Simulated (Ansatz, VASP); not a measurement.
Ge: VASP beside Ansatz

```
Ge
1.0
     5.70027    0.00000    0.00000
     0.00000    5.70027    0.00000
     0.00000    0.00000    5.70027
Ge
8
Direct
  0.50000 0.50000 0.50000
  0.00000 0.00000 0.00000
  0.25000 0.00000 0.50000
  0.50000 0.25000 0.00000
  0.50000 0.75000 0.00000
  0.75000 0.00000 0.50000
  0.00000 0.50000 0.75000
  0.00000 0.50000 0.25000
```

Alike in both runs: task relaxation of cell and atoms; functional PBEsol; k mesh 4 × 4 × 4; occupations gaussian, width 0.1 eV; no spin polarisation.

|  | VASP | Ansatz |
| --- | --- | --- |
| version | VASP 6.6.1 | Ansatz 0.2.0 |
| potentials or method | VASP PAW PBE potentials, release 64 (Ge_d), cutoff 600 eV | scalar-relativistic, plane waves, PAW |
| valence electrons in the cell | 112 | 112 |

Ansatz gave:

| Item | Value |
| --- | --- |
| gap on the k mesh at the Fermi level, each at its own relaxed structure (eV) | none |
| relaxed volume (Å³/atom) | 18.97 |
| relaxed length of the cell vector where the two differ most in proportion (Å) | 5.334 |

Problem. Estimate VASP's values.

Solution. gap on the k mesh at the Fermi level, each at its own relaxed structure (eV): none; relaxed volume (Å³/atom): 18.94; relaxed length of the cell vector where the two differ most in proportion (Å): 5.331.

VASP's potentials were made for PBE, not for PBEsol. A gap of «none» marks a metal or a gap that the smearing closes.

Noted on VASP's run: the volume moved by over 15 % at a fixed basis, so the end points are rough.
